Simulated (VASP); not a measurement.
# KTaO3 (Pm-3m) in VASP: further runs

Runs on KTaO3. Level: PBEsol. Tasks: single point.

Program: VASP 6.6.1. These are calculated values, not measurements. Logs are shortened: lines on timing, memory, paths and dates and some standing lists are left out, and cuts for length are marked.

## Step 1: The cell of the first run

The structure is cubic, space group Pm-3m (No. 221). Conventional cell: a = 4.045 Å, b = 4.045 Å, c = 4.045 Å, α = 90.00°, β = 90.00°, γ = 90.00°. K (site symmetry m-3m) has 12 O at 2.86 Å and 8 Ta at 3.50 Å within 3.8 Å. Within 2.7 Å of Ta (site symmetry m-3m) lie 6 O at 2.02 Å. Within 2.7 Å of O (site symmetry 4/mmm) lie 2 Ta at 2.02 Å.

## Step 2: Single point, PBEsol

Input file INCAR:

```
SYSTEM = KTaO3
PREC = Accurate
ENCUT = 520
EDIFF = 1E-6
ISMEAR = 0
SIGMA = 0.02
LREAL = .False.
LASPH = .True.
NELM = 60
ALGO = Normal
ISIF = 2
LWAVE = .False.
LCHARG = .False.
GGA = PS
NBANDS = 27
```

Input file KPOINTS:

```
regular mesh
0
Gamma
  8 8 8
  0 0 0
```

Input file POSCAR:

```
KTaO3
1.0
    4.0453961514      0.0000000000      0.0000000000
    0.0000000000      4.0453961514      0.0000000000
    0.0000000000      0.0000000000      4.0453961514
K Ta O
1 1 3
Direct
    0.5000000000      0.5000000000      0.5000000000
    0.0000000000      0.0000000000      0.0000000000
    0.0000000000      0.5000000000      0.0000000000
    0.0000000000      0.0000000000      0.5000000000
    0.5000000000      0.0000000000      0.0000000000
```

Potentials or basis: VASP PAW PBE potentials, release 64 (K_sv, Ta_pv, O).

Command:

```console
cat potpaw_PBE.64/K_sv/POTCAR potpaw_PBE.64/Ta_pv/POTCAR potpaw_PBE.64/O/POTCAR > POTCAR
mpirun -np 1 vasp_std > vasp.out
```

OUTCAR:

```text
SYSTEM = KTaO3
   PREC = Accurate
   ENCUT = 520
   EDIFF = 1E-6
   ISMEAR = 0
   LREAL = .False.
   LASPH = .True.
   NELM = 60
   ISIF = 2
   GGA = PS

 ion  position               nearest neighbor table
   1  0.500  0.500  0.500-   3 2.86   4 2.86   5 2.86   3 2.86   5 2.86   4 2.86   5 2.86   5 2.86
                             3 2.86   4 2.86   3 2.86   4 2.86   2 3.50   2 3.50   2 3.50   2 3.50
   2  0.000  0.000  0.000-   3 2.02   4 2.02   5 2.02   4 2.02   3 2.02   5 2.02   1 3.50   1 3.50
                             1 3.50   1 3.50   1 3.50   1 3.50   1 3.50   1 3.50
   3  0.000  0.500  0.000-   2 2.02   2 2.02   1 2.86   1 2.86   1 2.86   1 2.86
   4  0.000  0.000  0.500-   2 2.02   2 2.02   1 2.86   1 2.86   1 2.86   1 2.86
   5  0.500  0.000  0.000-   2 2.02   2 2.02   1 2.86   1 2.86   1 2.86   1 2.86

  LATTYP: Found a simple cubic cell.
 ALAT       =     4.0453961514

  Lattice vectors:

 A1 = (   4.0453961514,   0.0000000000,   0.0000000000)
 A2 = (   0.0000000000,   4.0453961514,   0.0000000000)
 A3 = (   0.0000000000,   0.0000000000,   4.0453961514)

Analysis of symmetry for initial positions (statically):
=====================================================================
 Subroutine PRICEL returns:
 Original cell was already a primitive cell.

 Routine SETGRP: Setting up the symmetry group for a
 simple cubic supercell.

 Subroutine GETGRP returns: Found 48 space group operations
 (whereof 48 operations were pure point group operations)
 out of a pool of 48 trial point group operations.

The static configuration has the point symmetry O_h .

Analysis of symmetry for dynamics (positions and initial velocities):
=====================================================================
 Subroutine PRICEL returns:
 Original cell was already a primitive cell.

 Routine SETGRP: Setting up the symmetry group for a
 simple cubic supercell.

 Subroutine GETGRP returns: Found 48 space group operations
 (whereof 48 operations were pure point group operations)
 out of a pool of 48 trial point group operations.

The dynamic configuration has the point symmetry O_h .

 Subroutine INISYM returns: Found 48 space group operations
 (whereof 48 operations are pure point group operations),
 and found     1 'primitive' translations

----------------------------------------------------------------------------------------
[... 93 lines left out ...]
   ISPIN  =      1    spin polarized calculation?
   LNONCOLLINEAR =      F non collinear calculations
   LSORBIT =      F    spin-orbit coupling
   LASPH  =      T    aspherical Exc in radial PAW
   ENCUT  =  520.0 eV  38.22 Ry    6.18 a.u.   7.52  7.52  7.52*2*pi/ulx,y,z
   NELM   =     60;   NELMIN=  2; NELMDL= -5     # of ELM steps
   EDIFF  = 0.1E-05   stopping-criterion for ELM
   LREAL  =      F    real-space projection
   EDIFFG = 0.1E-04   stopping-criterion for IOM
   NSW    =      0    number of steps for IOM
   IBRION =     -1    ionic relax: 0-MD 1-quasi-New 2-CG
   NFREE  =      0    steps in history (QN), initial steepest desc. (CG)
   ISIF   =      2    stress and relaxation
   ISYM   =      2    0-nonsym 1-usesym 2-fastsym
   POTIM  = 0.5000    time-step for ionic-motion
   TEBEG  =    0.0;   TEEND  =   0.0 temperature during run
   PSTRESS=    0.0 pullay stress
   NELECT =      38.0000    total number of electrons
   NUPDOWN=      -1.0000    fix difference up-down
   EMIN   =  10.00;   EMAX   =-10.00  energy-range for DOS
   EFERMI =   0.00;   METHOD = LEGACY
   ISMEAR =     0;   SIGMA  =   0.02  broadening in eV -4-tet -1-fermi 0-gaus
   EFERMI_NEDOS =   21; number of points for ismear=-14 and -15
   IALGO  =     38    algorithm
   IMIX   =      4    mixing-type and parameters
     AMIX     =   0.40;   BMIX     =  1.00
     AMIX_MAG =   1.60;   BMIX_MAG =  1.00
  volume/ion in A,a.u.               =      13.24        89.35
  Fermi-wavevector in a.u.,A,eV,Ry     =   1.360531  2.571030 25.184975  1.851043
  Thomas-Fermi vector in A             =   2.487185
   LORBIT       =      0    0 simple, 1 ext, 2 COOP (PROOUT), +10 PAW based schemes
   GGA     = PS    functional components
   LHFCALC =     F    Hartree Fock is set to
   AEXX    =    0.0000 exact exchange contribution
   IVDW    =     0    specifies the selected vdW correction
   LEPSILON=     F    determine dielectric tensor
   LRPA    =     F    only Hartree local field effects (RPA)
 non-spin polarized calculation
 Gauss-broadening in eV      SIGMA  =   0.02
  energy-cutoff  :      520.00
  volume of cell :       66.20
 maximum number of plane-waves:      1806
   NGX = 15   NGY = 15   NGZ = 15

 number of electron      37.9999982 magnetization

 Free energy of the ion-electron system (eV)
  ---------------------------------------------------
  ext. energy  EPLUGINS =         0.00000000
  ---------------------------------------------------
  free energy    TOTEN  =       -42.85815747 eV

  energy without entropy =      -42.85815747  energy(sigma->0) =      -42.85815747

 E-fermi :   1.5128     XC(G=0): -10.9156

 val. band max:        1.3764595872   @ k =   0.5000   0.5000   0.5000
 cond. band min:       3.3723480294   @ k =   0.0000   0.0000   0.0000
 fundamental gap:      1.9958884422
 Fermi energy:         1.5127664504

 k-point     1 :       0.0000    0.0000    0.0000
  band No.  band energies     occupation
      1     -32.8767      2.00000
      2     -32.8767      2.00000
      3     -32.8767      2.00000
      4     -25.7776      2.00000
      5     -15.9533      2.00000
      6     -15.2414      2.00000
[... 709 lines left out ...]
     26      11.8399      0.00000
     27      11.8699      0.00000

 [... further k-points ...]
[... 5 lines left out ...]
  --------------------------------------------------------------------------------------
  -------------------------------------------------------------------------------------
  Total       -3.1643905     -3.1643905     -3.1643905      0.0000000      0.0000000      0.0000000
  in kB      -76.5803739    -76.5803739    -76.5803739      0.0000000      0.0000000      0.0000000
  external PRESSURE =     -76.5803739 kB  Pullay stress =       0.0000000 kB

 VOLUME and BASIS-vectors are now :
 -----------------------------------------------------------------------------
  energy-cutoff  :      520.00
  volume of cell :       66.20
      direct lattice vectors                 reciprocal lattice vectors
     4.045396151  0.000000000  0.000000000     0.247194579  0.000000000  0.000000000
     0.000000000  4.045396151  0.000000000     0.000000000  0.247194579  0.000000000
     0.000000000  0.000000000  4.045396151     0.000000000  0.000000000  0.247194579

 POSITION                                       TOTAL-FORCE (eV/Angst)
 -----------------------------------------------------------------------------------
      2.02270      2.02270      2.02270         0.000000      0.000000      0.000000
      0.00000      0.00000      0.00000         0.000000      0.000000      0.000000
      0.00000      2.02270      0.00000         0.000000      0.000000      0.000000
      0.00000      0.00000      2.02270         0.000000      0.000000      0.000000
      2.02270      0.00000      0.00000         0.000000      0.000000      0.000000
 -----------------------------------------------------------------------------------
    total drift:                                0.000000     -0.000000      0.000000

  FREE ENERGIE OF THE ION-ELECTRON SYSTEM (eV)
  ---------------------------------------------------
  free  energy   TOTEN  =       -42.8581574689 eV

  energy  without entropy=      -42.8581574689  energy(sigma->0) =      -42.85815747
```

OSZICAR:

```text
N       E                     dE             d eps       ncg     rms          rms(c)
DAV:   1     0.316478553683E+03    0.31648E+03   -0.20521E+04  1890   0.140E+03
DAV:   2    -0.320075157864E+02   -0.34849E+03   -0.33925E+03  2259   0.401E+02
DAV:   3    -0.502571482236E+02   -0.18250E+02   -0.18165E+02  2701   0.885E+01
DAV:   4    -0.508318225015E+02   -0.57467E+00   -0.57374E+00  3028   0.101E+01
DAV:   5    -0.508351343689E+02   -0.33119E-02   -0.33114E-02  2500   0.792E-01    0.312E+01
DAV:   6    -0.432020576639E+02    0.76331E+01   -0.32170E+01  2286   0.372E+01    0.122E+01
DAV:   7    -0.429525667180E+02    0.24949E+00   -0.19498E+00  2375   0.862E+00    0.865E+00
DAV:   8    -0.428860070553E+02    0.66560E-01   -0.48576E-01  2249   0.561E+00    0.290E+00
DAV:   9    -0.428609647195E+02    0.25042E-01   -0.41249E-02  2307   0.161E+00    0.513E-01
DAV:  10    -0.428582998240E+02    0.26649E-02   -0.19408E-02  2467   0.870E-01    0.123E-01
DAV:  11    -0.428581433222E+02    0.15650E-03   -0.18293E-03  2449   0.258E-01    0.351E-02
DAV:  12    -0.428581508952E+02   -0.75730E-05   -0.65757E-05  2451   0.680E-02    0.148E-02
DAV:  13    -0.428581574352E+02   -0.65400E-05   -0.13730E-05  2604   0.230E-02    0.480E-03
DAV:  14    -0.428581574689E+02   -0.33664E-07   -0.58912E-07  1796   0.525E-03
   1 F= -.42858157E+02 E0= -.42858157E+02  d E =-.463883E-24
```

stdout:

```text
POSCAR found type information on POSCAR K TaO
 POSCAR found :  3 types and       5 ions
 scaLAPACK will be used
 -----------------------------------------------------------------------------
|                                                                             |
|                                                                             |
|     You enforced a specific xc type in the INCAR file but a different       |
|     I HOPE YOU KNOW WHAT YOU ARE DOING!                                     |
|                                                                             |
 -----------------------------------------------------------------------------

 LDA part: xc-table for (Slater+PW92), standard interpolation
 POSCAR, INCAR and KPOINTS ok, starting setup
 FFT: planning ... GRIDC
 FFT: planning ... GRID_SOFT
 FFT: planning ... GRID
 WAVECAR not read
 entering main loop
```

It took 88 s on 1 thread of Intel Xeon 8259CL, shared host; peak memory 0.21 GiB.

Results:

| Property | Result |
| --- | --- |
| Free energy | -42.8582 eV |
| Pressure | -7.7 GPa |
| Band gap on the k mesh | 2.00 eV (least direct gap 2.63 eV) |

Caveat: the cell stands under tension; the PAW data sets were made with another functional, which shifts forces and pressure a little; spin-orbit coupling is left out, which moves the levels of the heavy elements.

[end of part 1 of 2]
